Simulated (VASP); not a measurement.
Here is a VASP 6.6.1 calculation.

INCAR

```
SYSTEM = KF
PREC = Accurate
ENCUT = 520
EDIFF = 1E-7
ISMEAR = 0
SIGMA = 0.1
LREAL = .FALSE.
LASPH = .TRUE.
NELM = 100
ALGO = Normal
ISIF = 2
LWAVE = .FALSE.
LCHARG = .FALSE.
GGA = RP
IVDW = 12
NBANDS = 15
```

File KPOINTS:

```
regular mesh
0
G
  6 6 6
  0 0 0
```

The input POSCAR:

```
KF
1.0
    3.2589550000      0.0000000000      0.0000000000
    0.0000000000      3.2589550000      0.0000000000
    0.0000000000      0.0000000000      3.2589550000
K F
1 1
Direct
    0.5960000000      0.3540000000      0.5930000000
    1.0960000000      0.8540000000      1.0930000000
```

Potentials or basis: VASP PAW PBE potentials, release 64 (K_sv, F).

Command:

```console
$ cat potpaw_PBE.64/K_sv/POTCAR potpaw_PBE.64/F/POTCAR > POTCAR
$ mpirun -np 1 vasp_std > vasp.out
```

Task: Estimate the pressure.

Result: -9.6 GPa.

Task: What does it give for the dispersion energy per atom?

Result: -1.016 eV.

Task: What does it give for the band gap on the k mesh?

Result: 6.56 eV (least direct gap 6.62 eV).

Caveat: three body term missing; the cell stands under tension; the PAW data sets were made with another functional, which shifts forces and pressure a little. A k mesh can miss the band edges.
